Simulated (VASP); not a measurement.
# AgI (Iodargyrite) (P6_3mc) in VASP: further runs

The runs below take AgI (Iodargyrite) through single point, with PBE.

Everything below comes from runs of VASP 6.6.1. Logs are shortened: lines on timing, memory, paths and dates and some standing lists are left out, and cuts for length are marked.

## Step 1: The cell of the first run

The structure is hexagonal, space group P6_3mc (No. 186). Conventional cell: a = 4.651 Å, b = 4.651 Å, c = 7.600 Å, α = 90.00°, β = 90.00°, γ = 120.00°. Ag (site symmetry 3m) has 4 I at 2.85 Å within 3.8 Å. I (site symmetry 3m) has 4 Ag at 2.85 Å within 3.8 Å.

## Step 2: Single point, PBE

Input file INCAR:

```
SYSTEM = AgI
  PREC = Accurate
  ENCUT = 500
  EDIFF = 1E-6
  ISMEAR = 0
  SIGMA = 0.01
  LREAL = .False.
  LASPH = .True.
  NELM = 120
  ALGO = Normal
  ISIF = 2
  LWAVE = .False.
  LCHARG = .False.
  GGA = PE
  NBANDS = 26
  GGA_COMPAT = .False.
```

Input file KPOINTS:

```
Automatic mesh
0
Gamma
  6 6 4
  0 0 0
```

Input file POSCAR:

```
AgI
1.0
    4.6507421514      0.0000000000      0.0000000000
   -2.3253710757      4.0276608495      0.0000000000
    0.0000000000      0.0000000000      7.5997163705
Ag I
2 2
Direct
    0.6666666667      0.3333333333      0.6275238183
    0.3333333333      0.6666666667      0.1275238183
    0.6666666667      0.3333333333      0.0024761817
    0.3333333333      0.6666666667      0.5024761817
```

Potentials or basis: VASP PAW PBE potentials, release 64 (Ag, I).

Started as:

```bash
cat potpaw_PBE.64/Ag/POTCAR potpaw_PBE.64/I/POTCAR > POTCAR
mpirun -np 1 vasp_std > vasp.out
```

OUTCAR:

```text
SYSTEM = AgI
   PREC = Accurate
   ENCUT = 500
   EDIFF = 1E-6
   ISMEAR = 0
   LREAL = .False.
   LASPH = .True.
   NELM = 120
   ISIF = 2
   GGA = PE

 ion  position               nearest neighbor table
   1  0.667  0.333  0.628-   4 2.85   4 2.85   4 2.85   3 2.85
   2  0.333  0.667  0.128-   3 2.85   3 2.85   3 2.85   4 2.85
   3  0.667  0.333  0.002-   2 2.85   2 2.85   2 2.85   1 2.85
   4  0.333  0.667  0.502-   1 2.85   1 2.85   1 2.85   2 2.85

  LATTYP: Found a hexagonal cell.
 ALAT       =     4.6507421514
 C/A-ratio  =     1.6340868023

  Lattice vectors:

 A1 = (   4.6507421514,   0.0000000000,   0.0000000000)
 A2 = (  -2.3253710757,   4.0276608495,   0.0000000000)
 A3 = (   0.0000000000,   0.0000000000,   7.5997163705)

Analysis of symmetry for initial positions (statically):
=====================================================================
 Subroutine PRICEL returns:
 Original cell was already a primitive cell.

 Routine SETGRP: Setting up the symmetry group for a
 hexagonal supercell.

 Subroutine GETGRP returns: Found 12 space group operations
 (whereof  6 operations were pure point group operations)
 out of a pool of 24 trial point group operations.

The static configuration has the point symmetry C_3v.
 The point group associated with its full space group is C_6v.

Analysis of symmetry for dynamics (positions and initial velocities):
=====================================================================
 Subroutine PRICEL returns:
 Original cell was already a primitive cell.

 Routine SETGRP: Setting up the symmetry group for a
 hexagonal supercell.

 Subroutine GETGRP returns: Found 12 space group operations
 (whereof  6 operations were pure point group operations)
 out of a pool of 24 trial point group operations.

The dynamic configuration has the point symmetry C_3v.
 The point group associated with its full space group is C_6v.

 Subroutine INISYM returns: Found 12 space group operations
 (whereof  6 operations are pure point group operations),
 and found     1 'primitive' translations

----------------------------------------------------------------------------------------

                                     Primitive cell

  volume of cell :     142.3549

  direct lattice vectors                    reciprocal lattice vectors
     4.650742151  0.000000000  0.000000000     0.215019446  0.124141535  0.000000000
    -2.325371076  4.027660850  0.000000000     0.000000000  0.248283070  0.000000000
     0.000000000  0.000000000  7.599716371     0.000000000  0.000000000  0.131583858

  length of vectors
     4.650742151  4.650742151  7.599716371     0.248283070  0.248283070  0.131583858

  position of ions in fractional coordinates (direct lattice)
     0.666666667  0.333333333  0.627523818
     0.333333333  0.666666667  0.127523818
     0.666666667  0.333333333  0.002476182
     0.333333333  0.666666667  0.502476182

  ion indices of the primitive-cell ions
   primitive index   ion index
                 1           1
                 2           2
                 3           3
                 4           4

----------------------------------------------------------------------------------------

 KPOINTS: Automatic mesh

Automatic generation of k-mesh.
 Grid dimensions read from file:
 generate k-points for:    6    6    4

 Generating k-lattice:

  Cartesian coordinates                     Fractional coordinates (reciprocal lattice)
     0.035836574  0.020690256  0.000000000     0.166666667  0.000000000  0.000000000
     0.000000000  0.041380512  0.000000000     0.000000000  0.166666667  0.000000000
     0.000000000  0.000000000  0.032895965     0.000000000  0.000000000  0.250000000

  Length of vectors
     0.041380512  0.041380512  0.032895965

  Shift w.r.t. Gamma in fractional coordinates (k-lattice)
     0.000000000  0.000000000  0.000000000

 Subroutine IBZKPT returns following result:
 ===========================================

 Found     21 irreducible k-points:

 Following reciprocal coordinates:
            Coordinates               Weight
  0.000000  0.000000  0.000000      1.000000
  0.166667  0.000000  0.000000      6.000000
  0.333333  0.000000  0.000000      6.000000
  0.500000  0.000000  0.000000      3.000000
  0.166667  0.166667  0.000000      6.000000
  0.333333  0.166667  0.000000     12.000000
[... 13 lines left out ...]
  0.333333  0.166667  0.500000     12.000000
  0.333333  0.333333  0.500000      2.000000
   k-points           NKPTS =     21   k-points in BZ     NKDIM =     21   number of bands    NBANDS=     26
   number of dos      NEDOS =    301   number of ions     NIONS =      4
   total plane-waves  NPLWV =  72576
   dimension x,y,z NGX =    36 NGY =   36 NGZ =   56
   dimension x,y,z NGXF=    72 NGYF=   72 NGZF=  112
   ions per type =               2   2
   NGX,Y,Z   is equivalent  to a cutoff of  12.87, 12.87, 12.25 a.u.
   NGXF,Y,Z  is equivalent  to a cutoff of  25.74, 25.74, 24.50 a.u.
 SYSTEM =  AgI
   PREC   = accura    normal or accurate (medium, high low for compatibility)
   ISTART =      0    job   : 0-new  1-cont  2-samecut
   ICHARG =      2    charge: 1-file 2-atom 10-const
   ISPIN  =      1    spin polarized calculation?
   LNONCOLLINEAR =      F non collinear calculations
   LSORBIT =      F    spin-orbit coupling
   LASPH  =      T    aspherical Exc in radial PAW
   ENCUT  =  500.0 eV  36.75 Ry    6.06 a.u.   8.48  8.48 13.86*2*pi/ulx,y,z
   NELM   =    120;   NELMIN=  2; NELMDL= -5     # of ELM steps
   EDIFF  = 0.1E-05   stopping-criterion for ELM
   LREAL  =      F    real-space projection
   EDIFFG = 0.1E-04   stopping-criterion for IOM
   NSW    =      0    number of steps for IOM
   IBRION =     -1    ionic relax: 0-MD 1-quasi-New 2-CG
   NFREE  =      0    steps in history (QN), initial steepest desc. (CG)
   ISIF   =      2    stress and relaxation
   ISYM   =      2    0-nonsym 1-usesym 2-fastsym
   POTIM  = 0.5000    time-step for ionic-motion
   TEBEG  =    0.0;   TEEND  =   0.0 temperature during run
   PSTRESS=    0.0 pullay stress
   NELECT =      36.0000    total number of electrons
   NUPDOWN=      -1.0000    fix difference up-down
   EMIN   =  10.00;   EMAX   =-10.00  energy-range for DOS
   EFERMI =   0.00;   METHOD = LEGACY
   ISMEAR =     0;   SIGMA  =   0.01  broadening in eV -4-tet -1-fermi 0-gaus
   EFERMI_NEDOS =   21; number of points for ismear=-14 and -15
   IALGO  =     38    algorithm
   IMIX   =      4    mixing-type and parameters
     AMIX     =   0.40;   BMIX     =  1.00
     AMIX_MAG =   1.60;   BMIX_MAG =  1.00
  volume/ion in A,a.u.               =      35.59       240.16
  Fermi-wavevector in a.u.,A,eV,Ry     =   1.035265  1.956367 14.582362  1.071773
  Thomas-Fermi vector in A             =   2.169600
   LORBIT       =      0    0 simple, 1 ext, 2 COOP (PROOUT), +10 PAW based schemes
   GGA     = PE    functional components
   LHFCALC =     F    Hartree Fock is set to
   AEXX    =    0.0000 exact exchange contribution
   IVDW    =     0    specifies the selected vdW correction
   LEPSILON=     F    determine dielectric tensor
   LRPA    =     F    only Hartree local field effects (RPA)
 non-spin polarized calculation
 Gauss-broadening in eV      SIGMA  =   0.01
  energy-cutoff  :      500.00
  volume of cell :      142.35
 maximum number of plane-waves:      3657
 NGX is ok and might be reduce to    36
   NGX = 17   NGY = 17   NGZ = 27

 number of electron      36.0000004 magnetization

 Free energy of the ion-electron system (eV)
  ---------------------------------------------------
  ext. energy  EPLUGINS =         0.00000000
  ---------------------------------------------------
  free energy    TOTEN  =        -9.57468200 eV

  energy without entropy =       -9.57468200  energy(sigma->0) =       -9.57468200

 E-fermi :   2.8170     XC(G=0):  -8.2491

 val. band max:        2.7107865947   @ k =   0.0000   0.0000   0.0000
 cond. band min:       4.0802488857   @ k =   0.0000   0.0000   0.0000
 fundamental gap:      1.3694622910
 Fermi energy:         2.8170208940

 k-point     1 :       0.0000    0.0000    0.0000
  band No.  band energies     occupation
      1      -9.8871      2.00000
      2      -9.6245      2.00000
      3      -1.2658      2.00000
      4      -1.2636      2.00000
      5      -1.2636      2.00000
      6      -1.1797      2.00000
[... 18 lines left out ...]
     25       9.3918      0.00000
     26       9.9813      0.00000

 k-point     2 :       0.1667    0.0000    0.0000
  band No.  band energies     occupation
      1      -9.8307      2.00000
      2      -9.5972      2.00000
      3      -1.3117      2.00000
      4      -1.2276      2.00000
      5      -1.2219      2.00000
      6      -1.1335      2.00000
[... 18 lines left out ...]
     25       9.6327      0.00000
     26       9.9011      0.00000

 k-point     3 :       0.3333    0.0000    0.0000
  band No.  band energies     occupation
      1      -9.7051      2.00000
      2      -9.5504      2.00000
      3      -1.3723      2.00000
      4      -1.2248      2.00000
      5      -1.1442      2.00000
      6      -1.0306      2.00000
[... 18 lines left out ...]
     25      10.1033      0.00000
     26      10.4699      0.00000

 k-point     4 :       0.5000    0.0000    0.0000
  band No.  band energies     occupation
      1      -9.6270      2.00000
      2      -9.5398      2.00000
      3      -1.3582      2.00000
      4      -1.2516      2.00000
      5      -1.1098      2.00000
      6      -0.9410      2.00000
[... 18 lines left out ...]
     25      10.2209      0.00000
     26      11.8371      0.00000
[... 409 lines left out ...]
      1      -9.6499      2.00000
      2      -9.6499      2.00000
      3      -1.3884      2.00000
      4      -1.3884      2.00000
      5      -1.1229      2.00000
      6      -1.1229      2.00000
[... 18 lines left out ...]
     25       9.8017      0.00000
     26       9.8017      0.00000

 k-point    20 :       0.3333    0.1667    0.5000
  band No.  band energies     occupation
      1      -9.5823      2.00000
      2      -9.5823      2.00000
      3      -1.3732      2.00000
      4      -1.3732      2.00000
      5      -1.0519      2.00000
      6      -1.0519      2.00000
[... 18 lines left out ...]
     25      10.1926      0.00000
     26      10.1926      0.00000

 k-point    21 :       0.3333    0.3333    0.5000
  band No.  band energies     occupation
      1      -9.5597      2.00000
      2      -9.5597      2.00000
      3      -1.2634      2.00000
      4      -1.2634      2.00000
      5      -1.1036      2.00000
      6      -1.1036      2.00000
[... 18 lines left out ...]
     25      10.9148      0.00000
     26      10.9150      0.00000

------------------------ aborting loop because EDIFF is reached ----------------------------------------

  FORCE on cell =-STRESS in cart. coord.  units (eV):
  Direction    XX          YY          ZZ          XY          YZ          ZX
  --------------------------------------------------------------------------------------
  -------------------------------------------------------------------------------------
  Total        0.5063951      0.5063951      0.5327033      0.0000000      0.0000000      0.0000000
  in kB        5.6993792      5.6993792      5.9954725      0.0000000      0.0000000      0.0000000
  external PRESSURE =       5.7980770 kB  Pullay stress =       0.0000000 kB

 VOLUME and BASIS-vectors are now :
 -----------------------------------------------------------------------------
  energy-cutoff  :      500.00
  volume of cell :      142.35
      direct lattice vectors                 reciprocal lattice vectors
     4.650742151  0.000000000  0.000000000     0.215019446  0.124141535  0.000000000
    -2.325371076  4.027660850  0.000000000     0.000000000  0.248283070  0.000000000
     0.000000000  0.000000000  7.599716371     0.000000000  0.000000000  0.131583858

 POSITION                                       TOTAL-FORCE (eV/Angst)
 -----------------------------------------------------------------------------------
      2.32537      1.34255      4.76900         0.000000      0.000000     -0.000745
     -0.00000      2.68511      0.96914        -0.000000      0.000000     -0.000745
      2.32537      1.34255      0.01882        -0.000000      0.000000      0.000745
     -0.00000      2.68511      3.81868        -0.000000      0.000000      0.000745
 -----------------------------------------------------------------------------------
    total drift:                               -0.000000      0.000000      0.000569

  FREE ENERGIE OF THE ION-ELECTRON SYSTEM (eV)
  ---------------------------------------------------
  free  energy   TOTEN  =        -9.5746820033 eV

  energy  without entropy=       -9.5746820033  energy(sigma->0) =       -9.57468200
```

Run time: 54 s. Hardware: 1 thread of Intel Xeon Platinum 8488C (Sapphire Rapids), shared host; peak memory 0.28 GiB.

What came out:

```yaml
Free_energy: -9.5747 eV
Pressure: 0.6 GPa
Band_gap_on_the_k_mesh: 1.37 eV, direct
```

Caveat: spin-orbit coupling is left out, which moves the levels of the heavy elements. Expect the measured gap to be larger: semilocal functionals such as PBE lack the derivative discontinuity.

## Step 3: Single point, PBE

Input file INCAR:

```
SYSTEM = AgI
ALGO = Normal
EDIFF = 1E-6
ENCUT = 500
GGA = PE
GGA_COMPAT = .False.
ISIF = 2
ISMEAR = 0
LASPH = .True.
LCHARG = .False.
LREAL = .False.
LWAVE = .False.
NBANDS = 26
NELM = 120
PREC = Accurate
SIGMA = 0.01
```

Input file KPOINTS:

```
k-points
0
Gamma
  6 6 4
  0 0 0
```

POSCAR is that of step 2.

Potentials or basis: VASP PAW PBE potentials, release 64 (Ag, I).

Started as:

```bash
cat potpaw_PBE.64/Ag/POTCAR potpaw_PBE.64/I/POTCAR > POTCAR
mpirun -np 1 vasp_std > vasp.out
```

Wall time 55 s (1 thread of Intel Xeon Platinum 8488C (Sapphire Rapids), shared host); peak memory 0.28 GiB.

Results (log left out):

* Free energy: -9.5747 eV
* Pressure: 0.6 GPa
* Band gap on the k mesh: 1.37 eV, direct

Levels at points of the mesh, in eV from the valence-band top:
```csv
k point,band 15,band 16,band 17,band 18,band 19,band 20,band 21,band 22
"(0.00, 0.00, 0.00)",-0.66,-0.06,0.00,0.00,1.37,2.66,5.81,5.81
"(0.50, 0.00, 0.00)",-2.06,-1.66,-0.96,-0.67,3.32,3.63,4.87,5.83
"(0.00, 0.00, 0.50)",-0.34,-0.34,-0.34,-0.34,2.65,2.65,5.64,5.64
"(0.50, 0.00, 0.50)",-1.16,-1.16,-1.15,-1.15,3.29,3.29,4.91,4.91
```

Caveat: spin-orbit coupling is left out, which moves the levels of the heavy elements. A hybrid or GW would open this gap; PBE tends to underestimate it.

## Step 4: Single point, PBE

Input file INCAR:

```
PREC     = Accurate       # precision mode
ENCUT    = 500            # plane-wave cutoff, eV
EDIFF    = 1E-6           # SCF threshold, eV
ISMEAR   = 0              # smearing method
SIGMA    = 0.01           # smearing width, eV
LREAL    = F              # projectors in reciprocal space
LASPH    = T              # aspherical terms in the spheres
NELM     = 120            # most SCF steps
ALGO     = Normal         # electronic algorithm
ISIF     = 2              # what is computed and relaxed
LWAVE    = F              # write WAVECAR
LCHARG   = F              # write CHGCAR
GGA      = PE             # functional
NBANDS   = 26             # bands
GGA_COMPAT= F
```

Input file KPOINTS:

```
regular mesh
0
Gamma
  6 6 4
```

POSCAR is that of step 3.

Started as:

```bash
cat potpaw_PBE.64/Ag/POTCAR potpaw_PBE.64/I/POTCAR > POTCAR
mpirun -np 1 vasp_std > vasp.out
```

Run time: 52 s. Hardware: 1 thread of Intel Xeon Platinum 8488C (Sapphire Rapids), shared host; peak memory 0.28 GiB.

It converged, with:

- Free energy: -9.5747 eV
- Pressure: 0.6 GPa
- Band gap on the k mesh: 1.37 eV, direct

Levels at points of the mesh, in eV from the valence-band top:
```tsv
k point	band 15	band 16	band 17	band 18	band 19	band 20	band 21	band 22
(0.00, 0.00, 0.00)	-0.66	-0.06	0.00	0.00	1.37	2.66	5.81	5.81
(0.50, 0.00, 0.00)	-2.06	-1.66	-0.96	-0.67	3.32	3.63	4.87	5.83
(0.00, 0.00, 0.50)	-0.34	-0.34	-0.34	-0.34	2.65	2.65	5.64	5.64
(0.50, 0.00, 0.50)	-1.16	-1.16	-1.15	-1.15	3.29	3.29	4.91	4.91
```

Caveat: spin-orbit coupling is left out, which moves the levels of the heavy elements.
